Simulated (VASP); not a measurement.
# Te (P3_121) in VASP: further runs, part 3 of 3

VASP 6.6.1. Earlier steps stand in the parts before.

## 5. Electric field gradients, LDA (36.03 Å³/atom)

This run uses another cell than the first one, of 36.03 Å³/atom.

Input file INCAR:

```
SYSTEM = Te
PREC     = Accurate       ! precision mode
ENCUT    = 520            ! plane-wave cutoff, eV
EDIFF    = 1E-8           ! SCF threshold, eV
ISMEAR   = -1             ! smearing method
SIGMA    = 0.08           ! smearing width, eV
LREAL    = .FALSE.        ! projectors in reciprocal space
LASPH    = .TRUE.         ! aspherical terms in the spheres
NELM     = 100            ! most SCF steps
ALGO     = Normal         ! electronic algorithm
ISIF     = 2              ! what is computed and relaxed
LWAVE    = .FALSE.        ! write WAVECAR
LCHARG   = .FALSE.        ! write CHGCAR
LEFG     = .TRUE.       
NBANDS   = 16             ! bands
```

Input file KPOINTS:

```
Automatic mesh
0
G
  9 9 6
  0 0 0
```

Input file POSCAR:

```
Te
1.0
    4.5454334104      0.0000000000      0.0000000000
   -2.2727167053      3.9364608047      0.0000000000
    0.0000000000      0.0000000000      6.0412059728
Te
3
Direct
    0.7450000000      0.0000000000      0.3333333333
    0.0000000000      0.7450000000      0.6666666667
    0.2550000000      0.2550000000      0.0000000000
```

Potentials or basis: VASP PAW LDA potentials, release 64 (Te).

The run is started by

```sh
> cat potpaw_LDA.64/Te/POTCAR > POTCAR
> mpirun -np 1 vasp_std > vasp.out
```

OUTCAR:

```text
SYSTEM = Te
   PREC = Accurate
   ENCUT = 520
   EDIFF = 1E-8
   ISMEAR = -1
   LREAL = .FALSE.
   LASPH = .TRUE.
   NELM = 100
   ISIF = 2

 ion  position               nearest neighbor table
   1  0.745  0.000  0.333-   3 2.84   2 2.84   3 3.60   3 3.60   2 3.60   2 3.60
   2  0.000  0.745  0.667-   3 2.84   1 2.84   3 3.60   3 3.60   1 3.60   1 3.60
   3  0.255  0.255  0.000-   1 2.84   2 2.84   2 3.60   1 3.60   1 3.60   2 3.60

  LATTYP: Found a hexagonal cell.
 ALAT       =     4.5454334104
 C/A-ratio  =     1.3290714938

  Lattice vectors:

 A1 = (   4.5454334104,   0.0000000000,   0.0000000000)
 A2 = (  -2.2727167053,   3.9364608047,   0.0000000000)
 A3 = (   0.0000000000,   0.0000000000,   6.0412059728)

Analysis of symmetry for initial positions (statically):
=====================================================================
 Subroutine PRICEL returns:
 Original cell was already a primitive cell.

 Routine SETGRP: Setting up the symmetry group for a
[... 655 lines left out ...]

 POSITION                                       TOTAL-FORCE (eV/Angst)
 -----------------------------------------------------------------------------------
      3.38635      0.00000      2.01374        -0.139667     -0.000000     -0.000000
     -1.69317      2.93266      4.02747         0.069834     -0.120955      0.000000
      0.57954      1.00380      0.00000         0.069834      0.120955      0.000000
 -----------------------------------------------------------------------------------
    total drift:                                0.000000      0.000000     -0.000000

  FREE ENERGIE OF THE ION-ELECTRON SYSTEM (eV)
  ---------------------------------------------------
  free  energy   TOTEN  =       -11.2356205043 eV

  energy  without entropy=      -11.2330662537  energy(sigma->0) =      -11.23434338

 Electric field gradients (V/A^2)
---------------------------------------------------------------------
 ion       V_xx      V_yy      V_zz      V_xy      V_xz      V_yz
---------------------------------------------------------------------
   1     189.056  -418.037   228.981     0.000    -0.000  -354.413
   2    -266.264    37.283   228.981  -262.879   306.931   177.207
   3    -266.264    37.283   228.981   262.879  -306.931   177.207
---------------------------------------------------------------------

 Electric field gradients after diagonalization (V/A^2)
 (convention: |V_zz| > |V_xx| > |V_yy|)
----------------------------------------------------------------------
 ion       V_xx      V_yy      V_zz     asymmetry (V_yy - V_xx)/ V_zz
----------------------------------------------------------------------
   1     385.333   189.056  -574.389       0.342
   2     385.333   189.056  -574.389       0.342
   3     385.333   189.056  -574.389       0.342
----------------------------------------------------------------------

           NMR quadrupolar parameters

 Cq : quadrupolar parameter    Cq=e*Q*V_zz/h
 eta: asymmetry parameters     (V_yy - V_xx)/ V_zz
 Q  : nuclear electric quadrupole moment in mb (millibarn)
----------------------------------------------------------------------
 ion       Cq(MHz)       eta       Q (mb)
----------------------------------------------------------------------
   1      -1.389       0.342       1.000
   2      -1.389       0.342       1.000
   3      -1.389       0.342       1.000
----------------------------------------------------------------------
```

OSZICAR:

```text
N       E                     dE             d eps       ncg     rms          rms(c)
DAV:   1     0.717348296933E+02    0.71735E+02   -0.64007E+03  1984   0.892E+02
DAV:   2    -0.633794223651E+01   -0.78073E+02   -0.74114E+02  2696   0.133E+02
DAV:   3    -0.112052352881E+02   -0.48673E+01   -0.48471E+01  2400   0.378E+01
DAV:   4    -0.112989254112E+02   -0.93690E-01   -0.93680E-01  3088   0.605E+00
DAV:   5    -0.113000009980E+02   -0.10756E-02   -0.10756E-02  2576   0.564E-01    0.112E+01
DAV:   6    -0.112533209731E+02    0.46680E-01   -0.24835E-02  2568   0.860E-01    0.716E+00
DAV:   7    -0.112369947466E+02    0.16326E-01   -0.56035E-02  2208   0.124E+00    0.390E-01
DAV:   8    -0.112355957533E+02    0.13990E-02   -0.98419E-03  2232   0.549E-01    0.157E-01
DAV:   9    -0.112356213810E+02   -0.25628E-04   -0.31909E-04  2912   0.117E-01    0.709E-02
DAV:  10    -0.112356209847E+02    0.39637E-06   -0.24437E-05  2560   0.297E-02    0.938E-03
DAV:  11    -0.112356205752E+02    0.40948E-06   -0.25502E-06  2856   0.947E-03    0.372E-03
DAV:  12    -0.112356205009E+02    0.74328E-07   -0.44227E-07  2584   0.374E-03    0.124E-03
DAV:  13    -0.112356205043E+02   -0.34402E-08   -0.15187E-08  2432   0.778E-04
   1 F= -.11235621E+02 E0= -.11234343E+02  d E =-.255425E-02
```

stdout:

```text
POSCAR found type information on POSCAR Te
 POSCAR found :  1 types and       3 ions
 scaLAPACK will be used
 LDA part: xc-table for (Slater(with rela. corr.)+CA(PZ))
 , standard interpolation
 POSCAR, INCAR and KPOINTS ok, starting setup
 FFT: planning ... GRIDC
 FFT: planning ... GRID_SOFT
 FFT: planning ... GRID
 WAVECAR not read
 entering main loop
ion   1

ion   2
     0.0000585     1.1875299    -0.7069876    -0.7389946    -1.2245384     0.6856207
     0.0000806     1.1875299    -0.7069876    -0.7389946    -1.2245384     0.6856207
     0.0001110     1.1875299    -0.7069876    -0.7389946    -1.2245384     0.6856207
     0.0001528     1.1875299    -0.7069876    -0.7389946    -1.2245384     0.6856207

     0.0000585   240.5894285  -162.1126646  -181.4120902  -280.7873717   138.9043713
     0.0000806   240.5608919  -162.0933844  -181.3904511  -280.7539773   138.8878957
     0.0001110   240.5156729  -162.0628330  -181.3561587  -280.7010607   138.8617885
     0.0001528   240.4443244  -162.0146279  -181.3020454  -280.6175671   138.8205954

ion   3
     0.0000585    -1.1875299    -0.7069876    -0.7389946     1.2245384     0.6856207
     0.0000806    -1.1875299    -0.7069876    -0.7389946     1.2245384     0.6856207
     0.0001110    -1.1875299    -0.7069876    -0.7389946     1.2245384     0.6856207
     0.0001528    -1.1875299    -0.7069876    -0.7389946     1.2245384     0.6856207

     0.0000585  -240.5894286  -162.1126646  -181.4120902   280.7873717   138.9043713
     0.0000806  -240.5608921  -162.0933844  -181.3904512   280.7539773   138.8878957
     0.0001110  -240.5156731  -162.0628330  -181.3561587   280.7010607   138.8617885
     0.0001528  -240.4443245  -162.0146279  -181.3020454   280.6175672   138.8205954
```

Wall time 58 s (1 thread of Intel Xeon Platinum 8488C (Sapphire Rapids), shared host); peak memory 0.24 GiB.

Results:

| Quantity | Value |
| --- | --- |
| Free energy | -11.2356 eV |
| Pressure | -2.8 GPa |
| Largest force | 0.140 eV/Å |
| Band gap on the k mesh | 0.09 eV |
| Largest electric field gradient by atom | Te -574.4 V/Å² |

Forces on the atoms (eV/Å):
```
Te  -0.140  0.000  0.000
Te   0.070 -0.121  0.000
Te   0.070  0.121  0.000
```

Stress tensor (GPa, compression positive):
```
-2.51  0.00  0.00
 0.00 -2.51  0.00
 0.00  0.00 -3.26
```

Electric field gradients, principal values (V/Å²):
```tsv
atom	least	middle	greatest (by size)
1 Te	189.056	385.333	-574.389
2 Te	189.056	385.333	-574.389
3 Te	189.056	385.333	-574.389
```

Caveat: the smearing spreads over this small gap; semilocal functionals underestimate gaps, and a narrow one can read as zero; without QUAD_EFG the Cq values of the log hold for a quadrupole moment of 1 mb, not for the nuclei; spin-orbit coupling is left out, which moves the levels of the heavy elements. A k mesh can miss the band edges.
